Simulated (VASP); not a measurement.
# Mn2AlCu3 (Cmmm) in VASP: single point with PBE

Aim: the single point of Mn2AlCu3 with PBE.

All numbers are computed with VASP 6.6.1; they aren't measurements. Logs are shortened: lines on timing, memory, paths and dates and some standing lists are left out, and cuts for length are marked.

## (1) The cell of the first run

The structure is orthorhombic, space group Cmmm (No. 65). Conventional cell: a = 6.839 Å, b = 9.381 Å, c = 4.634 Å, α = 90.00°, β = 90.00°, γ = 90.00°. Within 3.2 Å of Mn (site symmetry 2/m) lie 2 Cu at 2.42 Å and 2 Al at 2.90 Å. Within 3.1 Å of Al (site symmetry mmm) lie 4 Cu at 2.31 to 2.32 Å and 4 Mn at 2.90 Å. Within 2.9 Å of Cu (site symmetry 2mm) lie 1 Cu at 2.22 Å and 1 Al at 2.31 Å and 2 Mn at 2.42 Å. Within 3.1 Å of Cu (site symmetry mmm) lie 2 Al at 2.32 Å.

## (2) Single point, PBE, collinear spin, ferromagnetic start

INCAR

```
ALGO = Normal
EDIFF = 1E-6
ENCUT = 520
GGA = PE
ISIF = 2
ISMEAR = 0
ISPIN = 2
LASPH = T
LCHARG = F
LMAXMIX = 4
LORBIT = 11
LREAL = F
LWAVE = F
MAGMOM = 4 4 0 0 0 0
NBANDS = 44
NELM = 150
PREC = Accurate
SIGMA = 0.1
```

KPOINTS

```
k-points
0
Gamma
  4 4 4
```

POSCAR

```
Mn2AlCu3
1.0
    3.4194725697     -4.6904110286      0.0000000000
    3.4194725697      4.6904110286      0.0000000000
    0.0000000000      0.0000000000      4.6337558410
Mn Al Cu
2 1 3
Direct
    0.0000000000      0.5000000000      0.5000000000
    0.5000000000      0.0000000000      0.5000000000
    0.5000000000      0.5000000000      0.5000000000
    0.8374553549      0.8374553549      0.5000000000
    0.1625446451      0.1625446451      0.5000000000
    0.5000000000      0.5000000000      0.0000000000
```

Potentials or basis: VASP PAW PBE potentials, release 64 (Mn_pv, Al, Cu).

Started as:

```console
$ cat potpaw_PBE.64/Mn_pv/POTCAR potpaw_PBE.64/Al/POTCAR potpaw_PBE.64/Cu/POTCAR > POTCAR
$ mpirun -np 1 vasp_std > vasp.out
```

OUTCAR:

```text
EDIFF = 1E-6
   ENCUT = 520
   GGA = PE
   ISIF = 2
   ISMEAR = 0
   ISPIN = 2
   LASPH = T
   LORBIT = 11
   LREAL = F
   NELM = 150
   PREC = Accurate

 ion  position               nearest neighbor table
   1  0.000  0.500  0.500-   4 2.42   5 2.42   3 2.90   3 2.90
   2  0.500  0.000  0.500-   4 2.42   5 2.42   3 2.90   3 2.90
   3  0.500  0.500  0.500-   4 2.31   5 2.31   6 2.32   6 2.32   1 2.90   2 2.90   2 2.90   1 2.90

   4  0.837  0.837  0.500-   5 2.22   3 2.31   1 2.42   2 2.42
   5  0.163  0.163  0.500-   4 2.22   3 2.31   1 2.42   2 2.42
   6  0.500  0.500  0.000-   3 2.32   3 2.32

  LATTYP: Found a base centered orthorhombic cell.
 ALAT       =     6.8389451394
 B/A-ratio  =     1.3716767522
 C/A-ratio  =     0.6775541763

  Lattice vectors:

 A1 = (   3.4194725697,  -4.6904110286,   0.0000000000)
 A2 = (   3.4194725697,   4.6904110286,   0.0000000000)
 A3 = (   0.0000000000,   0.0000000000,   4.6337558410)

Analysis of symmetry for initial positions (statically):
=====================================================================
 Subroutine PRICEL returns:
 Original cell was already a primitive cell.

 Routine SETGRP: Setting up the symmetry group for a
 base centered orthorhombic supercell.

 Subroutine GETGRP returns: Found  8 space group operations
 (whereof  8 operations were pure point group operations)
 out of a pool of  8 trial point group operations.

The static configuration has the point symmetry D_2h.

Analysis of symmetry for dynamics (positions and initial velocities):
=====================================================================
 Subroutine PRICEL returns:
 Original cell was already a primitive cell.

 Routine SETGRP: Setting up the symmetry group for a
 base centered orthorhombic supercell.

 Subroutine GETGRP returns: Found  8 space group operations
 (whereof  8 operations were pure point group operations)
 out of a pool of  8 trial point group operations.

The dynamic configuration has the point symmetry D_2h.

Analysis of structural, dynamic, and magnetic symmetry:
=====================================================================
 Subroutine PRICEL returns:
 Original cell was already a primitive cell.

 Routine SETGRP: Setting up the symmetry group for a
 base centered orthorhombic supercell.

 Subroutine GETGRP returns: Found  8 space group operations
 (whereof  8 operations were pure point group operations)
 out of a pool of  8 trial point group operations.

The overall configuration has the point symmetry D_2h.

 Subroutine INISYM returns: Found  8 space group operations
 (whereof  8 operations are pure point group operations),
 and found     1 'primitive' translations

----------------------------------------------------------------------------------------

                                     Primitive cell

  volume of cell :     148.6391

  direct lattice vectors                    reciprocal lattice vectors
     3.419472570 -4.690411029  0.000000000     0.146221381 -0.106600466  0.000000000
     3.419472570  4.690411029  0.000000000     0.146221381  0.106600466  0.000000000
     0.000000000  0.000000000  4.633755841     0.000000000  0.000000000  0.215807659

  length of vectors
     5.804545484  5.804545484  4.633755841     0.180954004  0.180954004  0.215807659

  position of ions in fractional coordinates (direct lattice)
     1.000000000  0.500000000  0.500000000
     0.500000000  1.000000000  0.500000000
     0.500000000  0.500000000  0.500000000
     0.837455355  0.837455355  0.500000000
     0.162544645  0.162544645  0.500000000
     0.500000000  0.500000000  0.000000000

  ion indices of the primitive-cell ions
   primitive index   ion index
                 1           1
                 2           2
                 3           3
                 4           4
                 5           5
                 6           6

----------------------------------------------------------------------------------------

 KPOINTS: k-points

Automatic generation of k-mesh.
 Grid dimensions read from file:
 generate k-points for:    4    4    4

 Generating k-lattice:

  Cartesian coordinates                     Fractional coordinates (reciprocal lattice)
     0.036555345 -0.026650116  0.000000000     0.250000000 -0.000000000  0.000000000
     0.036555345  0.026650116  0.000000000    -0.000000000  0.250000000  0.000000000
     0.000000000  0.000000000  0.053951915     0.000000000  0.000000000  0.250000000

  Length of vectors
     0.045238501  0.045238501  0.053951915

  Shift w.r.t. Gamma in fractional coordinates (k-lattice)
     0.000000000  0.000000000  0.000000000

 Subroutine IBZKPT returns following result:
 ===========================================

 Found     21 irreducible k-points:

 Following reciprocal coordinates:
            Coordinates               Weight
  0.000000  0.000000  0.000000      1.000000
  0.250000 -0.000000  0.000000      4.000000
  0.500000 -0.000000  0.000000      2.000000
  0.250000  0.250000  0.000000      2.000000
  0.500000  0.250000  0.000000      4.000000
 -0.250000  0.250000  0.000000      2.000000
[... 13 lines left out ...]
 -0.250000  0.250000  0.500000      2.000000
  0.500000  0.500000  0.500000      1.000000
   k-points           NKPTS =     21   k-points in BZ     NKDIM =     21   number of bands    NBANDS=     44
   number of dos      NEDOS =    301   number of ions     NIONS =      6
   total plane-waves  NPLWV =  82944
   dimension x,y,z NGX =    48 NGY =   48 NGZ =   36
   dimension x,y,z NGXF=    96 NGYF=   96 NGZF=   72
   ions per type =               2   1   3
   NGX,Y,Z   is equivalent  to a cutoff of  13.75, 13.75, 12.92 a.u.
   NGXF,Y,Z  is equivalent  to a cutoff of  27.50, 27.50, 25.83 a.u.
 SYSTEM =  unknown system
   PREC   = accura    normal or accurate (medium, high low for compatibility)
   ISTART =      0    job   : 0-new  1-cont  2-samecut
   ICHARG =      2    charge: 1-file 2-atom 10-const
   ISPIN  =      2    spin polarized calculation?
   LNONCOLLINEAR =      F non collinear calculations
   LSORBIT =      F    spin-orbit coupling
   LASPH  =      T    aspherical Exc in radial PAW
   ENCUT  =  520.0 eV  38.22 Ry    6.18 a.u.  10.79 10.79  8.62*2*pi/ulx,y,z
   NELM   =    150;   NELMIN=  2; NELMDL= -5     # of ELM steps
   EDIFF  = 0.1E-05   stopping-criterion for ELM
   LREAL  =      F    real-space projection
   EDIFFG = 0.1E-04   stopping-criterion for IOM
   NSW    =      0    number of steps for IOM
   IBRION =     -1    ionic relax: 0-MD 1-quasi-New 2-CG
   NFREE  =      0    steps in history (QN), initial steepest desc. (CG)
   ISIF   =      2    stress and relaxation
   ISYM   =      2    0-nonsym 1-usesym 2-fastsym
   POTIM  = 0.5000    time-step for ionic-motion
   TEBEG  =    0.0;   TEEND  =   0.0 temperature during run
   PSTRESS=    0.0 pullay stress
   NELECT =      62.0000    total number of electrons
   NUPDOWN=      -1.0000    fix difference up-down
   EMIN   =  10.00;   EMAX   =-10.00  energy-range for DOS
   EFERMI =   0.00;   METHOD = LEGACY
   ISMEAR =     0;   SIGMA  =   0.10  broadening in eV -4-tet -1-fermi 0-gaus
   EFERMI_NEDOS =   21; number of points for ismear=-14 and -15
   IALGO  =     38    algorithm
   IMIX   =      4    mixing-type and parameters
     AMIX     =   0.40;   BMIX     =  1.00
     AMIX_MAG =   1.60;   BMIX_MAG =  1.00
  volume/ion in A,a.u.               =      24.77       167.18
  Fermi-wavevector in a.u.,A,eV,Ry     =   1.223191  2.311496 20.356991  1.496197
  Thomas-Fermi vector in A             =   2.358311
   LORBIT       =     11    0 simple, 1 ext, 2 COOP (PROOUT), +10 PAW based schemes
   GGA     = PE    functional components
   LHFCALC =     F    Hartree Fock is set to
   AEXX    =    0.0000 exact exchange contribution
   IVDW    =     0    specifies the selected vdW correction
   LEPSILON=     F    determine dielectric tensor
   LRPA    =     F    only Hartree local field effects (RPA)
 spin polarized calculation
 Gauss-broadening in eV      SIGMA  =   0.10
  energy-cutoff  :      520.00
  volume of cell :      148.64
 maximum number of plane-waves:      4042
 NGX is ok and might be reduce to    48
   NGX = 21   NGY = 21   NGZ = 17

 number of electron      61.9999967 magnetization       8.9858820

 Free energy of the ion-electron system (eV)
  ---------------------------------------------------
  ext. energy  EPLUGINS =         0.00000000
  ---------------------------------------------------
  free energy    TOTEN  =       -26.59568851 eV

  energy without entropy =      -26.57436072  energy(sigma->0) =      -26.58502462

 E-fermi :   2.4518     XC(G=0):  -8.6301

 val. band max:        2.4447410541   @ k =   0.2500  -0.0000   0.2500
 cond. band min:       2.4534547102   @ k =   0.5000   0.2500   0.2500
 fundamental gap:      0.0087136561
 Fermi energy:         2.4517925700

 spin component 1

 k-point     1 :       0.0000    0.0000    0.0000
  band No.  band energies     occupation
      1     -48.2674      1.00000
      2     -48.2667      1.00000
      3     -47.9533      1.00000
      4     -47.9438      1.00000
      5     -47.8778      1.00000
      6     -47.8778      1.00000
[... 35 lines left out ...]
     42       8.9083      0.00000
     43       9.0873      0.00000

 k-point     2 :       0.2500   -0.0000    0.0000
  band No.  band energies     occupation
      1     -48.2673      1.00000
      2     -48.2668      1.00000
      3     -47.9519      1.00000
      4     -47.9452      1.00000
      5     -47.8778      1.00000
      6     -47.8778      1.00000
[... 863 lines left out ...]
     42       7.7280      0.00000
     43       7.8201      0.00000

 k-point    21 :       0.5000    0.5000    0.5000
  band No.  band energies     occupation
      1     -48.2675      1.00000
      2     -48.2668      1.00000
      3     -47.9534      1.00000
      4     -47.9438      1.00000
      5     -47.8787      1.00000
      6     -47.8769      1.00000
[... 35 lines left out ...]
     42       8.3010      0.00000
     43       8.6183      0.00000
 Fermi energy:         2.4517925700

 spin component 2

 k-point     1 :       0.0000    0.0000    0.0000
  band No.  band energies     occupation
      1     -43.7011      1.00000
      2     -43.7002      1.00000
      3     -43.6830      1.00000
      4     -43.6830      1.00000
      5     -43.6287      1.00000
      6     -43.6164      1.00000
[... 35 lines left out ...]
     42       9.0871      0.00000
     43       9.3779      0.00000

 k-point     2 :       0.2500   -0.0000    0.0000
  band No.  band energies     occupation
      1     -43.7010      1.00000
      2     -43.7003      1.00000
      3     -43.6830      1.00000
      4     -43.6830      1.00000
      5     -43.6269      1.00000
      6     -43.6182      1.00000
[... 863 lines left out ...]
     42       8.3787      0.00000
     43       8.6575      0.00000

 k-point    21 :       0.5000    0.5000    0.5000
  band No.  band energies     occupation
      1     -43.7012      1.00000
      2     -43.7003      1.00000
      3     -43.6842      1.00000
      4     -43.6819      1.00000
      5     -43.6288      1.00000
      6     -43.6163      1.00000
[... 35 lines left out ...]
     42       9.1200      0.00000
     43       9.3658      0.00000
 [bands above 43 left out]

------------------------ aborting loop because EDIFF is reached ----------------------------------------

  FORCE on cell =-STRESS in cart. coord.  units (eV):
  Direction    XX          YY          ZZ          XY          YZ          ZX
  --------------------------------------------------------------------------------------
  -------------------------------------------------------------------------------------
  Total        0.1324306     -0.0345530      0.0103649      0.0000000      0.0000000      0.0000000
  in kB        1.4274665     -0.3724458      0.1117232      0.0000000      0.0000000      0.0000000
  external PRESSURE =       0.3889146 kB  Pullay stress =       0.0000000 kB

 VOLUME and BASIS-vectors are now :
 -----------------------------------------------------------------------------
  energy-cutoff  :      520.00
  volume of cell :      148.64
      direct lattice vectors                 reciprocal lattice vectors
     3.419472570 -4.690411029  0.000000000     0.146221381 -0.106600466  0.000000000
     3.419472570  4.690411029  0.000000000     0.146221381  0.106600466  0.000000000
     0.000000000  0.000000000  4.633755841     0.000000000  0.000000000  0.215807659

 POSITION                                       TOTAL-FORCE (eV/Angst)
 -----------------------------------------------------------------------------------
      1.70974      2.34521      2.31688         0.000000      0.000000      0.000000
      1.70974     -2.34521      2.31688         0.000000      0.000000      0.000000
      3.41947      0.00000      2.31688         0.000000     -0.000000      0.000000
      5.72731      0.00000      2.31688        -0.010324      0.000000      0.000000
      1.11163      0.00000      2.31688         0.010324      0.000000     -0.000000
      3.41947      0.00000      0.00000         0.000000      0.000000      0.000000
 -----------------------------------------------------------------------------------
    total drift:                                0.000000     -0.000000     -0.000000

  FREE ENERGIE OF THE ION-ELECTRON SYSTEM (eV)
  ---------------------------------------------------
  free  energy   TOTEN  =       -26.5956885148 eV

  energy  without entropy=      -26.5743607215  energy(sigma->0) =      -26.58502462

 total charge

# of ion       s       p       d       tot
------------------------------------------
    1        0.318   6.125   4.896  11.338
    2        0.318   6.125   4.896  11.338
    3        0.450   0.412   0.000   0.861
    4        0.550   0.304   9.179  10.033
    5        0.550   0.304   9.179  10.033
    6        0.465   0.184   9.241   9.889
--------------------------------------------------
tot          2.649  13.453  37.390  53.492

 magnetization (x)

# of ion       s       p       d       tot
------------------------------------------
    1        0.065   0.025   4.049   4.140
    2        0.065   0.025   4.049   4.140
    3       -0.005  -0.037   0.000  -0.042
    4       -0.018  -0.012   0.116   0.086
    5       -0.018  -0.012   0.116   0.086
    6        0.020  -0.014   0.018   0.023
--------------------------------------------------
tot          0.109  -0.025   8.349   8.434
```

Wall time 6.2 min (1 thread of Intel Xeon Platinum 8259CL at 2.50GHz (Skylake/Cascade Lake), shared host); peak memory 0.46 GiB.

What came out:

```
Free energy                                           : -26.5957 eV
Pressure                                              : 0.0 GPa
Largest force                                         : 0.010 eV/Å
Net moment                                            : 8.99 μB per cell
Site moments                                          : Mn +4.14; Al -0.04; Cu +0.09, +0.02 μB
Valence electrons inside the program's atomic spheres : Mn 11.34; Al 0.86; Cu 10.03, 9.89
```

Forces on the atoms (eV/Å):
```
Mn   0.000  0.000  0.000
Mn   0.000  0.000  0.000
Al   0.000  0.000  0.000
Cu  -0.010  0.000  0.000
Cu   0.010  0.000  0.000
Cu   0.000  0.000  0.000
```
